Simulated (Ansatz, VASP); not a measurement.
# One calculation of Mo, two programs

INCAR

```
ALGO = Normal
EDIFF = 1E-7
ENCUT = 520
GGA = PE
ISIF = 2
ISMEAR = 0
LASPH = True
LCHARG = False
LREAL = False
LWAVE = False
NBANDS = 13
NELM = 80
PREC = Accurate
SIGMA = 0.15
```

The input KPOINTS:

```
k-points
0
Gamma
  22 22 22
```

The input POSCAR:

```
Mo
1.0
   -1.5516112278      1.5516112278      1.5516112278
    1.5516112278     -1.5516112278      1.5516112278
    1.5516112278      1.5516112278     -1.5516112278
Mo
1
Direct
    0.0000000000      0.0000000000      0.0000000000
```

Input for Ansatz:

```yaml
crystal:
  lattice:
    - [-1.5516112278, 1.5516112278, 1.5516112278]
    - [1.5516112278, -1.5516112278, 1.5516112278]
    - [1.5516112278, 1.5516112278, -1.5516112278]
  atoms:
    - { symbol: Mo, position: [0.0, 0.0, 0.0] }
basis:
  ecutwfc: 420
kpoints:
  mp_grid: { grid: [22, 22, 22] }
hamiltonian:
  xc: pbe
  pseudopotentials: { kind: paw, azcp: { folder: soft_1 } }
scf:
  occupations: { method: gaussian, width: 0.15 }
output:
  forces: true
  stress: true
  eigenvalues: true
  write_density: true
  write_potential: true
  elf: true
  volumetric_format: npy
```

Alike in both runs: task single point; functional PBE; k mesh 22 × 22 × 22; occupations gaussian, width 0.15 eV; no spin polarisation.

|  | VASP | Ansatz |
| --- | --- | --- |
| version | VASP 6.6.1 | Ansatz 0.2.0 |
| potentials or method | VASP PAW PBE potentials, release 64 (Mo_sv), cutoff 520 eV | scalar-relativistic, plane waves, PAW |
| valence electrons in the cell | 14 | 14 |

|  | VASP | Ansatz | Ansatz less VASP |
| --- | --- | --- | --- |
| gap on the k mesh at the Fermi level (eV) | none | none | - |
| pressure (GPa) | 16.6 | 16.0 | -0.63 |

A gap of «none» marks a metal or a gap that the smearing closes. The functional is the same, so the differences come from potentials, cutoffs and numerics.
